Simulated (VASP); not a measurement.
# Al3GaN4 (Pm) in VASP: a series of runs

Al3GaN4 is run at these levels: PBEsol; tasks: single point.

All numbers are computed with VASP 6.6.1; they aren't measurements. Logs are shortened: lines on timing, memory, paths and dates and some standing lists are left out, and cuts for length are marked.

### Step 1. The cell of the first run

Symmetry: Pm, No. 6, monoclinic system. Conventional cell: a = 5.043 Å, b = 3.130 Å, c = 5.418 Å, α = 90.00°, β = 90.03°, γ = 90.00°. Al (site symmetry m) has 4 N at 1.87 to 1.91 Å within 2.5 Å. Within 2.5 Å of Al (site symmetry m) lie 4 N at 1.88 to 1.90 Å. Al (site symmetry m) has 4 N at 1.90 to 1.92 Å within 2.5 Å. Within 2.5 Å of Ga (site symmetry m) lie 4 N at 1.92 to 1.97 Å. Within 2.5 Å of N (site symmetry m) lie 3 Al at 1.89 to 1.90 Å and 1 Ga at 1.96 Å. N (site symmetry m) has 4 Al at 1.90 to 1.91 Å within 2.5 Å. Within 2.5 Å of N (site symmetry m) lie 2 Al at 1.87 to 1.88 Å and 2 Ga at 1.92 Å. Within 2.5 Å of N (site symmetry m) lie 3 Al at 1.90 to 1.92 Å and 1 Ga at 1.97 Å.

### Step 2. Single point, PBEsol (atoms displaced along a vibrational mode)

The input, INCAR:

```
PREC = Accurate
ENCUT = 520
EDIFF = 1E-6
ISMEAR = 0
SIGMA = 0.05
LREAL = False
LASPH = True
NELM = 80
ALGO = Normal
ISIF = 2
LWAVE = False
LCHARG = False
GGA = PS
NBANDS = 31
```

The input, KPOINTS:

```
regular mesh
0
Gamma
  6 8 4
```

The input, POSCAR:

```
Al3GaN4
1.0
    5.0434079713      0.0000000000      0.0001149907
    0.0000000000      3.1300738974      0.0000000000
   -0.0032362569      0.0000000000      5.4179919474
Al Ga N
3 1 4
Direct
    0.5000138303      0.5000000000      0.1617960040
   -0.0020720074      0.5000000000      0.8349456801
    0.0030177489      0.0000000000      0.3326929485
    0.5002316440      0.0000000000      0.6690210087
    0.1107565673      0.0000000000      0.6683811457
    0.1221298480      0.5000000000      0.1655761732
    0.6249820711      0.5000000000      0.8366422478
    0.6225025636      0.0000000000      0.3237975200
```

Potentials or basis: VASP PAW PBE potentials, release 64 (Al, Ga_d, N).

Run with:

```bash
> cat potpaw_PBE.64/Al/POTCAR potpaw_PBE.64/Ga_d/POTCAR potpaw_PBE.64/N/POTCAR > POTCAR
> mpirun -np 1 vasp_std > vasp.out
```

OUTCAR:

```text
PREC = Accurate
   ENCUT = 520
   EDIFF = 1E-6
   ISMEAR = 0
   LREAL = False
   LASPH = True
   NELM = 80
   ISIF = 2
   GGA = PS

 ion  position               nearest neighbor table
   1  0.500  0.500  0.162-   7 1.87   8 1.90   8 1.90   6 1.91   2 3.07   2 3.09   4 3.09   4 3.09
                             3 3.10   3 3.10   3 3.12   3 3.12
   2  0.998  0.500  0.835-   7 1.88   5 1.89   5 1.89   6 1.90   1 3.07   1 3.09   4 3.09   4 3.09
                             4 3.11   4 3.11   3 3.12   3 3.12   3 3.14   3 3.14
   3  0.003  0.000  0.333-   5 1.90   6 1.91   6 1.91   8 1.92   1 3.10   1 3.10   4 3.10   2 3.12
                             2 3.12   1 3.12   1 3.12   4 3.12   2 3.14   2 3.14
   4  0.500  0.000  0.669-   7 1.92   7 1.92   5 1.96   8 1.97   2 3.09   2 3.09   1 3.09   1 3.09
                             3 3.10   2 3.11   2 3.11   3 3.12
   5  0.111  0.000  0.668-   2 1.89   2 1.89   3 1.90   4 1.96
   6  0.122  0.500  0.166-   2 1.90   3 1.91   3 1.91   1 1.91
   7  0.625  0.500  0.837-   1 1.87   2 1.88   4 1.92   4 1.92
   8  0.623  0.000  0.324-   1 1.90   1 1.90   3 1.92   4 1.97

  LATTYP: Found a simple monoclinic cell.
 ALAT       =     5.0434079726
 B/A-ratio  =     0.6206267497
 C/A-ratio  =     1.0742721873
 COS(beta)  =    -0.0005745164

  Lattice vectors:

 A1 = (   5.0434079713,   0.0000000000,   0.0001149907)
 A2 = (   0.0000000000,   3.1300738974,   0.0000000000)
 A3 = (  -0.0032362569,   0.0000000000,   5.4179919474)

Analysis of symmetry for initial positions (statically):
=====================================================================
 Subroutine PRICEL returns:
 Original cell was already a primitive cell.

 Routine SETGRP: Setting up the symmetry group for a
 simple monoclinic supercell.

 Subroutine GETGRP returns: Found  2 space group operations
 (whereof  2 operations were pure point group operations)
 out of a pool of  4 trial point group operations.

The static configuration has the point symmetry C_1h.

Analysis of symmetry for dynamics (positions and initial velocities):
=====================================================================
 Subroutine PRICEL returns:
 Original cell was already a primitive cell.

 Routine SETGRP: Setting up the symmetry group for a
 simple monoclinic supercell.

 Subroutine GETGRP returns: Found  2 space group operations
 (whereof  2 operations were pure point group operations)
 out of a pool of  4 trial point group operations.

The dynamic configuration has the point symmetry C_1h.

 Subroutine INISYM returns: Found  2 space group operations
 (whereof  2 operations are pure point group operations),
 and found     1 'primitive' translations

----------------------------------------------------------------------------------------

                                     Primitive cell

  volume of cell :      85.5297

  direct lattice vectors                    reciprocal lattice vectors
     5.043407971  0.000000000  0.000114991     0.198278623  0.000000000  0.000118435
     0.000000000  3.130073897  0.000000000     0.000000000  0.319481275  0.000000000
    -0.003236257  0.000000000  5.417991947    -0.000004208  0.000000000  0.184570224

  length of vectors
     5.043407973  3.130073897  5.417992914     0.198278658  0.319481275  0.184570224

  position of ions in fractional coordinates (direct lattice)
     0.500013830  0.500000000  0.161796004
     0.997927993  0.500000000  0.834945680
     0.003017749  0.000000000  0.332692948
     0.500231644  0.000000000  0.669021009
     0.110756567  0.000000000  0.668381146
     0.122129848  0.500000000  0.165576173
     0.624982071  0.500000000  0.836642248
     0.622502564  0.000000000  0.323797520

  ion indices of the primitive-cell ions
   primitive index   ion index
                 1           1
                 2           2
                 3           3
                 4           4
                 5           5
                 6           6
                 7           7
                 8           8

----------------------------------------------------------------------------------------

 KPOINTS: regular mesh

Automatic generation of k-mesh.
 Grid dimensions read from file:
 generate k-points for:    6    8    4

 Generating k-lattice:

  Cartesian coordinates                     Fractional coordinates (reciprocal lattice)
     0.033046437  0.000000000  0.000019739     0.166666667  0.000000000  0.000000000
     0.000000000  0.039935159  0.000000000     0.000000000  0.125000000  0.000000000
    -0.000001052  0.000000000  0.046142556     0.000000000  0.000000000  0.250000000

  Length of vectors
     0.033046443  0.039935159  0.046142556

  Shift w.r.t. Gamma in fractional coordinates (k-lattice)
     0.000000000  0.000000000  0.000000000

 Subroutine IBZKPT returns following result:
 ===========================================

 Found     70 irreducible k-points:

 Following reciprocal coordinates:
            Coordinates               Weight
  0.000000  0.000000  0.000000      1.000000
  0.166667  0.000000  0.000000      2.000000
  0.333333  0.000000 -0.000000      2.000000
  0.500000  0.000000  0.000000      1.000000
  0.000000  0.125000  0.000000      2.000000
  0.166667  0.125000  0.000000      4.000000
[... 16 lines left out ...]
  0.333333  0.000000  0.250000      2.000000
  0.500000  0.000000  0.250000      2.000000
 [... further k-points ...]
   k-points           NKPTS =     70   k-points in BZ     NKDIM =     70   number of bands    NBANDS=     31
   number of dos      NEDOS =    301   number of ions     NIONS =      8
   total plane-waves  NPLWV =  38400
   dimension x,y,z NGX =    40 NGY =   24 NGZ =   40
   dimension x,y,z NGXF=    80 NGYF=   48 NGZF=   80
   ions per type =               3   1   4
   NGX,Y,Z   is equivalent  to a cutoff of  13.19, 12.75, 12.27 a.u.
   NGXF,Y,Z  is equivalent  to a cutoff of  26.37, 25.49, 24.55 a.u.
 SYSTEM =  unknown system
   PREC   = accura    normal or accurate (medium, high low for compatibility)
   ISTART =      0    job   : 0-new  1-cont  2-samecut
   ICHARG =      2    charge: 1-file 2-atom 10-const
   ISPIN  =      1    spin polarized calculation?
   LNONCOLLINEAR =      F non collinear calculations
   LSORBIT =      F    spin-orbit coupling
   LASPH  =      T    aspherical Exc in radial PAW
   ENCUT  =  520.0 eV  38.22 Ry    6.18 a.u.   9.38  5.82 10.07*2*pi/ulx,y,z
   NELM   =     80;   NELMIN=  2; NELMDL= -5     # of ELM steps
   EDIFF  = 0.1E-05   stopping-criterion for ELM
   LREAL  =      F    real-space projection
[... 7 lines left out ...]
   TEBEG  =    0.0;   TEEND  =   0.0 temperature during run
   PSTRESS=    0.0 pullay stress
   NELECT =      42.0000    total number of electrons
   NUPDOWN=      -1.0000    fix difference up-down
   EMIN   =  10.00;   EMAX   =-10.00  energy-range for DOS
   EFERMI =   0.00;   METHOD = LEGACY
   ISMEAR =     0;   SIGMA  =   0.05  broadening in eV -4-tet -1-fermi 0-gaus
   EFERMI_NEDOS =   21; number of points for ismear=-14 and -15
   IALGO  =     38    algorithm
   IMIX   =      4    mixing-type and parameters
     AMIX     =   0.40;   BMIX     =  1.00
     AMIX_MAG =   1.60;   BMIX_MAG =  1.00
  volume/ion in A,a.u.               =      10.69        72.15
  Fermi-wavevector in a.u.,A,eV,Ry     =   1.291573  2.440719 22.696701  1.668160
  Thomas-Fermi vector in A             =   2.423334
   LORBIT       =      0    0 simple, 1 ext, 2 COOP (PROOUT), +10 PAW based schemes
   GGA     = PS    functional components
   LHFCALC =     F    Hartree Fock is set to
   AEXX    =    0.0000 exact exchange contribution
   IVDW    =     0    specifies the selected vdW correction
   LEPSILON=     F    determine dielectric tensor
   LRPA    =     F    only Hartree local field effects (RPA)
 non-spin polarized calculation
 Gauss-broadening in eV      SIGMA  =   0.05
  energy-cutoff  :      520.00
  volume of cell :       85.53
 maximum number of plane-waves:      2328
 NGX is ok and might be reduce to    40
   NGX = 19   NGY = 11   NGZ = 21

 number of electron      41.9999984 magnetization

 Free energy of the ion-electron system (eV)
  ---------------------------------------------------
  ext. energy  EPLUGINS =         0.00000000
  ---------------------------------------------------
  free energy    TOTEN  =       -60.04726812 eV

  energy without entropy =      -60.04726812  energy(sigma->0) =      -60.04726812

 E-fermi :   6.0029     XC(G=0): -11.3204

 val. band max:        5.7841123577   @ k =   0.0000   0.0000   0.0000
 cond. band min:       9.2580404107   @ k =   0.0000   0.0000   0.0000
 fundamental gap:      3.4739280531
 Fermi energy:         6.0029058803

 k-point     1 :       0.0000    0.0000    0.0000
  band No.  band energies     occupation
      1      -9.5880      2.00000
      2      -8.2723      2.00000
      3      -8.0794      2.00000
      4      -7.1664      2.00000
      5      -7.0791      2.00000
      6      -6.9737      2.00000
[... 23 lines left out ...]
     30      16.6939      0.00000
     31      16.7597      0.00000

 k-point     2 :       0.1667    0.0000    0.0000
  band No.  band energies     occupation
      1      -9.4930      2.00000
      2      -8.2990      2.00000
      3      -8.0684      2.00000
      4      -7.2331      2.00000
      5      -7.0793      2.00000
      6      -6.9768      2.00000
[... 23 lines left out ...]
     30      16.6318      0.00000
     31      16.9064      0.00000

 k-point     3 :       0.3333    0.0000   -0.0000
  band No.  band energies     occupation
      1      -9.2349      2.00000
      2      -8.4267      2.00000
      3      -8.0573      2.00000
      4      -7.3703      2.00000
      5      -7.0798      2.00000
      6      -6.9828      2.00000
[... 703 lines left out ...]
     30      16.4743      0.00000
     31      16.8604      0.00000

 k-point    24 :       0.5000    0.0000    0.2500
  band No.  band energies     occupation
      1      -8.9015      2.00000
      2      -8.4633      2.00000
      3      -8.0822      2.00000
      4      -7.5665      2.00000
      5      -7.0802      2.00000
      6      -6.9745      2.00000
[... 23 lines left out ...]
     30      16.4465      0.00000
     31      17.0519      0.00000

 [... further k-points ...]

------------------------ aborting loop because EDIFF is reached ----------------------------------------

  FORCE on cell =-STRESS in cart. coord.  units (eV):
  Direction    XX          YY          ZZ          XY          YZ          ZX
  --------------------------------------------------------------------------------------
  -------------------------------------------------------------------------------------
  Total       -0.0278726      0.2553905     -0.1644678      0.0000000      0.0000000      0.1163501
  in kB       -0.5221201      4.7840774     -3.0808776      0.0000000      0.0000000      2.1795166
  external PRESSURE =       0.3936933 kB  Pullay stress =       0.0000000 kB

 VOLUME and BASIS-vectors are now :
 -----------------------------------------------------------------------------
  energy-cutoff  :      520.00
  volume of cell :       85.53
      direct lattice vectors                 reciprocal lattice vectors
     5.043407971  0.000000000  0.000114991     0.198278623  0.000000000  0.000118435
     0.000000000  3.130073897  0.000000000     0.000000000  0.319481275  0.000000000
    -0.003236257  0.000000000  5.417991947    -0.000004208  0.000000000  0.184570224

 POSITION                                       TOTAL-FORCE (eV/Angst)
 -----------------------------------------------------------------------------------
      2.52125      1.56504      0.87667         0.015528      0.000000      0.521102
      5.03026      1.56504      4.52384         0.269215      0.000000     -0.007539
      0.01414      0.00000      1.80253        -0.159441      0.000000     -0.098431
      2.52071      0.00000      3.62481        -0.189086      0.000000     -0.652497
      0.55643      0.00000      3.62130         0.024408      0.000000     -0.099791
      0.61541      1.56504      0.89710         0.013499      0.000000      0.075720
      3.14933      1.56504      4.53299        -0.004794      0.000000      0.153942
      3.13849      0.00000      1.75440         0.030672      0.000000      0.107494
 -----------------------------------------------------------------------------------
    total drift:                               -0.000452      0.000000      0.000614

  FREE ENERGIE OF THE ION-ELECTRON SYSTEM (eV)
  ---------------------------------------------------
  free  energy   TOTEN  =       -60.0472681203 eV

  energy  without entropy=      -60.0472681203  energy(sigma->0) =      -60.04726812
```

It took 2 min on 1 thread of Intel Xeon Platinum 8488C (Sapphire Rapids), shared host; peak memory 0.29 GiB.

Results:

```yaml
Free_energy: -60.0473 eV
Pressure: 0.0 GPa
Largest_force: 0.679 eV/Å
Band_gap_on_the_k_mesh: 3.47 eV
```

Forces in eV/Å, atoms in the order of the input:
```
Al   0.016  0.000  0.521
Al   0.269  0.000 -0.008
Al  -0.159  0.000 -0.098
Ga  -0.189  0.000 -0.652
N    0.024  0.000 -0.100
N    0.013  0.000  0.076
N   -0.005  0.000  0.154
N    0.031  0.000  0.107
```

Stress tensor (GPa, compression positive):
```
-0.05  0.00  0.22
 0.00  0.48  0.00
 0.22  0.00 -0.31
```

Levels at points of the mesh, in eV from the valence-band top:
| k point | band 18 | band 19 | band 20 | band 21 | band 22 | band 23 | band 24 | band 25 |
| --- | --- | --- | --- | --- | --- | --- | --- | --- |
| (0.00, 0.00, 0.00) | -0.74 | -0.10 | -0.07 | 0.00 | 3.47 | 5.38 | 5.80 | 6.01 |
| (0.50, 0.00, 0.00) | -0.65 | -0.64 | -0.34 | -0.33 | 4.80 | 5.19 | 5.64 | 6.06 |
| (0.00, 0.50, 0.00) | -1.92 | -1.80 | -1.57 | -1.53 | 5.58 | 5.72 | 7.60 | 7.65 |
| (0.50, 0.50, 0.00) | -1.28 | -1.16 | -1.09 | -0.89 | 6.04 | 6.45 | 6.45 | 6.60 |
| (0.00, 0.00, 0.50) | -0.55 | -0.45 | -0.41 | -0.33 | 5.44 | 5.79 | 6.91 | 7.38 |
| (0.50, 0.00, 0.50) | -1.19 | -1.13 | -1.05 | -0.90 | 5.83 | 6.09 | 6.32 | 6.42 |
| (0.00, 0.50, 0.50) | -1.92 | -1.92 | -0.82 | -0.62 | 5.14 | 5.57 | 5.82 | 5.87 |
| (0.50, 0.50, 0.50) | -1.54 | -1.40 | -1.38 | -1.14 | 4.65 | 5.02 | 5.05 | 5.23 |

Caveat: the cell differs from its parent crystal (atoms displaced along a vibrational mode); the PAW data sets were made with another functional, which shifts forces and pressure a little. A k mesh can miss the band edges.

### Step 3. Single point, PBEsol (atoms displaced along a vibrational mode)

The input, INCAR:

```
SYSTEM = Al3GaN4
ALGO = Normal
EDIFF = 1E-6
ENCUT = 520
GGA = PS
ISIF = 2
ISMEAR = 0
LASPH = .True.
LCHARG = .False.
LREAL = .False.
LWAVE = .False.
NBANDS = 31
NELM = 60
PREC = Accurate
SIGMA = 0.05
```

The input, KPOINTS:

```
k-points
0
Gamma
  6 8 4
  0 0 0
```

The input, POSCAR:

```
Al3GaN4
1.0
    5.0434079713      0.0000000000      0.0001149907
    0.0000000000      3.1300738974      0.0000000000
   -0.0032362569      0.0000000000      5.4179919474
Al Ga N
3 1 4
Direct
    0.5009867844      0.5000000000      0.1866970349
    0.0113951921      0.5000000000      0.8343152892
   -0.0056658287      0.0000000000      0.3281915342
    0.4965869580      0.0000000000      0.6563305268
    0.1126281462      0.0000000000      0.6591476163
    0.1235899890      0.5000000000      0.1726937850
    0.6256184107      0.5000000000      0.8526177305
    0.6255879180      0.0000000000      0.3350264352
```

Potentials or basis: VASP PAW PBE potentials, release 64 (Al, Ga_d, N).

Run with:

```bash
> cat potpaw_PBE.64/Al/POTCAR potpaw_PBE.64/Ga_d/POTCAR potpaw_PBE.64/N/POTCAR > POTCAR
> mpirun -np 1 vasp_std > vasp.out
```

It took 1.8 min on 1 thread of Intel Xeon Platinum 8488C (Sapphire Rapids), shared host; peak memory 0.29 GiB.

The run converged. Its results:

| Item | Value |
| --- | --- |
| Free energy | -59.8250 eV |
| Pressure | 0.4 GPa |
| Largest force | 2.546 eV/Å |
| Band gap on the k mesh | 3.08 eV |

Forces in eV/Å, atoms in the order of the input:
```
Al  -0.135  0.000 -1.734
Al  -0.790  0.000  0.076
Al   0.667  0.000  0.263
Ga   0.444  0.000  2.507
N   -0.066  0.000  0.354
N   -0.048  0.000 -0.260
N   -0.004  0.000 -0.602
N   -0.067  0.000 -0.604
```

Stress tensor (GPa, compression positive):
```
 0.68  0.00 -1.38
 0.00 -0.86  0.00
-1.38  0.00  1.37
```

Levels at points of the mesh, in eV from the valence-band top:
```tsv
k point	band 19	band 20	band 21	band 22	band 23	band 24
(0.00, 0.00, 0.00)	-0.44	-0.39	0.00	3.08	5.06	5.46
(0.50, 0.00, 0.00)	-1.08	-0.67	-0.20	4.35	4.63	5.32
(0.00, 0.50, 0.00)	-2.18	-2.04	-1.59	4.84	5.24	7.06
(0.50, 0.50, 0.00)	-1.64	-1.29	-1.16	5.65	5.74	5.97
(0.00, 0.00, 0.50)	-1.24	-0.62	-0.11	5.04	5.30	6.53
(0.50, 0.00, 0.50)	-1.66	-1.51	-0.48	5.33	5.64	5.79
(0.00, 0.50, 0.50)	-2.01	-1.07	-1.04	4.72	4.81	5.24
(0.50, 0.50, 0.50)	-1.71	-1.56	-1.49	4.25	4.25	4.73
```

Caveat: the cell differs from its parent crystal (atoms displaced along a vibrational mode); the PAW data sets were made with another functional, which shifts forces and pressure a little. A k mesh can miss the band edges.
